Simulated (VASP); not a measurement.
# Cu (Fm-3m) in VASP: single point with PBE

Aim: the single point of Cu with PBE.

All numbers are computed with VASP 6.6.1; they aren't measurements. Logs are shortened: lines on timing, memory, paths and dates and some standing lists are left out, and cuts for length are marked.

## 1. The cell of the first run

The structure is cubic, space group Fm-3m (No. 225). The conventional cell has a = 3.615 Å, b = 3.615 Å, c = 3.615 Å, α = 90.00°, β = 90.00°, γ = 90.00°. Cu (site symmetry m-3m) has 12 Cu at 2.56 Å within 3.4 Å.

## 2. Single point, PBE

Input file INCAR:

```
PREC = Accurate ; ENCUT = 600
EDIFF = 1E-6 ; ISMEAR = -1
SIGMA = 0.15 ; LREAL = False
LASPH = True ; NELM = 120
ALGO = Normal ; ISIF = 2
LWAVE = False ; LCHARG = False
GGA = PE ; NBANDS = 78
GGA_COMPAT = False
```

Input file KPOINTS:

```
regular mesh
0
Gamma
  2 3 3
```

Input file POSCAR:

```
Cu
1.0
    0.0000000000      5.4225000000      5.4225000000
    3.6150000000      0.0000000000      3.6150000000
    3.6150000000      3.6150000000      0.0000000000
Cu
12
Direct
    0.0000000000      0.0000000000      0.0000000000
    0.0000000000      0.0000000000      0.5000000000
    0.0000000000      0.5000000000      0.0000000000
    0.0000000000      0.5000000000      0.5000000000
    0.3333333333      0.0000000000      0.0000000000
    0.3333333333      0.0000000000      0.5000000000
    0.3333333333      0.5000000000      0.0000000000
    0.3333333333      0.5000000000      0.5000000000
    0.6666666667      0.0000000000      0.0000000000
    0.6666666667      0.0000000000      0.5000000000
    0.6666666667      0.5000000000      0.0000000000
    0.6666666667      0.5000000000      0.5000000000
```

Potentials or basis: VASP PAW PBE potentials, release 64 (Cu).

The run is started by

```bash
$ cat potpaw_PBE.64/Cu/POTCAR > POTCAR
$ mpirun -np 1 vasp_std > vasp.out
```

OUTCAR:

```text
PREC = Accurate
   ENCUT = 600
   EDIFF = 1E-6
   ISMEAR = -1
   LREAL = False
   LASPH = True
   NELM = 120
   ISIF = 2
   GGA = PE

 ion  position               nearest neighbor table
   1  0.000  0.000  0.000-   5 2.56   9 2.56  10 2.56  11 2.56   6 2.56   7 2.56   2 2.56   4 2.56
                             2 2.56   3 2.56   4 2.56   3 2.56
   2  0.000  0.000  0.500-   6 2.56  10 2.56   9 2.56  12 2.56   5 2.56   8 2.56   1 2.56   3 2.56
                             1 2.56   3 2.56   4 2.56   4 2.56
   3  0.000  0.500  0.000-   7 2.56  11 2.56   9 2.56  12 2.56   8 2.56   5 2.56   2 2.56   4 2.56
                             1 2.56   1 2.56   2 2.56   4 2.56
   4  0.000  0.500  0.500-   8 2.56  12 2.56  11 2.56  10 2.56   7 2.56   6 2.56   1 2.56   3 2.56
                             2 2.56   1 2.56   2 2.56   3 2.56
   5  0.333  0.000  0.000-   1 2.56   2 2.56   3 2.56   6 2.56   7 2.56   6 2.56   8 2.56   7 2.56
                             8 2.56  10 2.56  11 2.56   9 2.56
   6  0.333  0.000  0.500-   2 2.56   1 2.56   4 2.56   5 2.56   8 2.56   5 2.56   7 2.56   7 2.56
                             8 2.56   9 2.56  12 2.56  10 2.56
   7  0.333  0.500  0.000-   3 2.56   1 2.56   4 2.56   5 2.56   8 2.56   6 2.56   8 2.56   5 2.56
                             6 2.56  12 2.56   9 2.56  11 2.56
   8  0.333  0.500  0.500-   4 2.56   3 2.56   2 2.56   6 2.56   7 2.56   5 2.56   7 2.56   5 2.56
                             6 2.56  11 2.56  10 2.56  12 2.56
   9  0.667  0.000  0.000-   1 2.56   2 2.56   3 2.56  10 2.56  10 2.56  12 2.56  11 2.56  11 2.56
                            12 2.56   6 2.56   7 2.56   5 2.56
  10  0.667  0.000  0.500-   2 2.56   1 2.56   4 2.56   9 2.56   9 2.56  11 2.56  12 2.56  11 2.56
                            12 2.56   5 2.56   8 2.56   6 2.56
  11  0.667  0.500  0.000-   3 2.56   4 2.56   1 2.56   9 2.56  10 2.56  12 2.56  12 2.56   9 2.56
                            10 2.56   5 2.56   8 2.56   7 2.56
  12  0.667  0.500  0.500-   4 2.56   3 2.56   2 2.56  10 2.56   9 2.56  11 2.56  11 2.56   9 2.56
                            10 2.56   6 2.56   7 2.56   8 2.56

  LATTYP: Found a face centered orthorhombic cell.
 ALAT       =     5.1123820280
 B/A-ratio  =     1.7320508076
 C/A-ratio  =     2.4494897428

  Lattice vectors:

 A1 = (   0.0000000000,   5.4225000000,   5.4225000000)
 A2 = (  -3.6150000000,   1.8075000000,   5.4225000000)
 A3 = (   3.6150000000,   0.0000000000,   3.6150000000)

Analysis of symmetry for initial positions (statically):
=====================================================================
 Subroutine PRICEL returns following result:

  LATTYP: Found a face centered cubic cell.
 ALAT       =     3.6150000000

  Lattice vectors:

 A1 = (   0.0000000000,   1.8074999998,   1.8074999998)
 A2 = (   1.8075000000,   0.0000000000,   1.8075000000)
[... 136 lines left out ...]
   IALGO  =     38    algorithm
   IMIX   =      4    mixing-type and parameters
     AMIX     =   0.40;   BMIX     =  1.00
     AMIX_MAG =   1.60;   BMIX_MAG =  1.00
  volume/ion in A,a.u.               =      11.81        79.70
  Fermi-wavevector in a.u.,A,eV,Ry     =   1.598763  3.021224 34.777078  2.556043
  Thomas-Fermi vector in A             =   2.696162
   LORBIT       =      0    0 simple, 1 ext, 2 COOP (PROOUT), +10 PAW based schemes
   GGA     = PE    functional components
   LHFCALC =     F    Hartree Fock is set to
   AEXX    =    0.0000 exact exchange contribution
   IVDW    =     0    specifies the selected vdW correction
   LEPSILON=     F    determine dielectric tensor
   LRPA    =     F    only Hartree local field effects (RPA)
 non-spin polarized calculation
  energy-cutoff  :      600.00
  volume of cell :      141.72
 maximum number of plane-waves:      4779
 NGX is ok and might be reduce to    64
   NGX = 31   NGY = 21   NGZ = 21

 number of electron     131.9999988 magnetization

 Free energy of the ion-electron system (eV)
  ---------------------------------------------------
  ext. energy  EPLUGINS =         0.00000000
  ---------------------------------------------------
  free energy    TOTEN  =       -44.23307542 eV

  energy without entropy =      -43.79227998  energy(sigma->0) =      -44.01267770

 E-fermi :   7.5945     XC(G=0): -12.7276

 val. band max:        7.4985913239   @ k =   0.0000  -0.3333   0.3333
 cond. band min:       8.0513632142   @ k =   0.5000   0.3333   0.0000
 fundamental gap:      0.5527718903
 Fermi energy:         7.5945221132

 k-point     1 :       0.0000    0.0000    0.0000
  band No.  band energies     occupation
      1      -1.7660      2.00000
      2       1.5986      2.00000
      3       1.5986      2.00000
      4       2.5033      2.00000
      5       2.5033      2.00000
      6       2.6990      2.00000
[... 637 lines left out ...]
     77      17.8464      0.00000
     78      17.8464      0.00000

------------------------ aborting loop because EDIFF is reached ----------------------------------------

  FORCE on cell =-STRESS in cart. coord.  units (eV):
  Direction    XX          YY          ZZ          XY          YZ          ZX
  --------------------------------------------------------------------------------------
  -------------------------------------------------------------------------------------
  Total        3.1435906      3.1449623      3.1449623     -0.0001269      0.0031452     -0.0001267
  in kB       35.5377891     35.5532963     35.5532963     -0.0014346      0.0355555     -0.0014326
  external PRESSURE =      35.5481272 kB  Pullay stress =       0.0000000 kB

 VOLUME and BASIS-vectors are now :
 -----------------------------------------------------------------------------
  energy-cutoff  :      600.00
  volume of cell :      141.72
      direct lattice vectors                 reciprocal lattice vectors
     0.000000000  5.422500000  5.422500000    -0.092208391  0.092208391  0.092208391
     3.615000000  0.000000000  3.615000000     0.138312586 -0.138312586  0.138312586
     3.615000000  3.615000000  0.000000000     0.138312586  0.138312586 -0.138312586

 POSITION                                       TOTAL-FORCE (eV/Angst)
 -----------------------------------------------------------------------------------
      0.00000      0.00000      0.00000         0.000000      0.000000      0.000000
      1.80750      1.80750      0.00000        -0.000000      0.000000      0.000000
      1.80750      0.00000      1.80750         0.000000     -0.000000     -0.000000
      3.61500      1.80750      1.80750        -0.000000      0.000000      0.000000
      0.00000      1.80750      1.80750        -0.000000     -0.000000     -0.000000
      1.80750      3.61500      1.80750         0.000000     -0.000000     -0.000000
      1.80750      1.80750      3.61500         0.000000     -0.000000     -0.000000
      3.61500      3.61500      3.61500         0.000000     -0.000000     -0.000000
      0.00000      3.61500      3.61500        -0.000000      0.000000      0.000000
      1.80750      5.42250      3.61500        -0.000000      0.000000      0.000000
      1.80750      3.61500      5.42250        -0.000000      0.000000      0.000000
      3.61500      5.42250      5.42250         0.000000      0.000000      0.000000
 -----------------------------------------------------------------------------------
    total drift:                               -0.000000     -0.000000     -0.000000

  FREE ENERGIE OF THE ION-ELECTRON SYSTEM (eV)
  ---------------------------------------------------
  free  energy   TOTEN  =       -44.2330754210 eV

  energy  without entropy=      -43.7922799823  energy(sigma->0) =      -44.01267770
```

OSZICAR:

```text
N       E                     dE             d eps       ncg     rms          rms(c)
DAV:   1     0.141187334841E+04    0.14119E+04   -0.60780E+04  1248   0.340E+03
DAV:   2     0.193159812046E+03   -0.12187E+04   -0.11855E+04  1248   0.634E+02
DAV:   3    -0.405197114040E+02   -0.23368E+03   -0.21976E+03  1248   0.299E+02
DAV:   4    -0.548696532171E+02   -0.14350E+02   -0.13891E+02  1354   0.102E+02
DAV:   5    -0.551517546753E+02   -0.28210E+00   -0.28123E+00  1360   0.160E+01    0.269E+01
DAV:   6    -0.485338261232E+02    0.66179E+01   -0.12291E+02  1352   0.135E+02    0.135E+01
DAV:   7    -0.443491664914E+02    0.41847E+01   -0.21039E+01  1406   0.562E+01    0.159E+00
DAV:   8    -0.442691458841E+02    0.80021E-01   -0.40384E-01  1492   0.507E+00    0.145E+00
DAV:   9    -0.442326114462E+02    0.36534E-01   -0.10668E-01  1322   0.401E+00    0.594E-02
DAV:  10    -0.442330713798E+02   -0.45993E-03   -0.45058E-03  1566   0.368E-01    0.235E-02
DAV:  11    -0.442330652865E+02    0.60932E-05   -0.71139E-05  1582   0.614E-02    0.154E-02
DAV:  12    -0.442330756834E+02   -0.10397E-04   -0.17614E-05  1416   0.484E-02    0.558E-03
DAV:  13    -0.442330754210E+02    0.26231E-06   -0.13135E-06   754   0.140E-02
   1 F= -.44233075E+02 E0= -.44012678E+02  d E =-.440795E+00
```

Run time: 1.9 min. Hardware: 1 thread of Intel Xeon Platinum 8488C (Sapphire Rapids), shared host; peak memory 0.34 GiB.

What came out:

| Quantity | Value |
| --- | --- |
| Free energy | -44.2331 eV |
| Pressure | 3.6 GPa |
| Band gap on the k mesh | zero (bands 66 and 67 overlap by 0.55 eV) |

Caveat: the k points lie up to 0.50 Å⁻¹ apart, too coarse for converged energies and pressures of a metal.
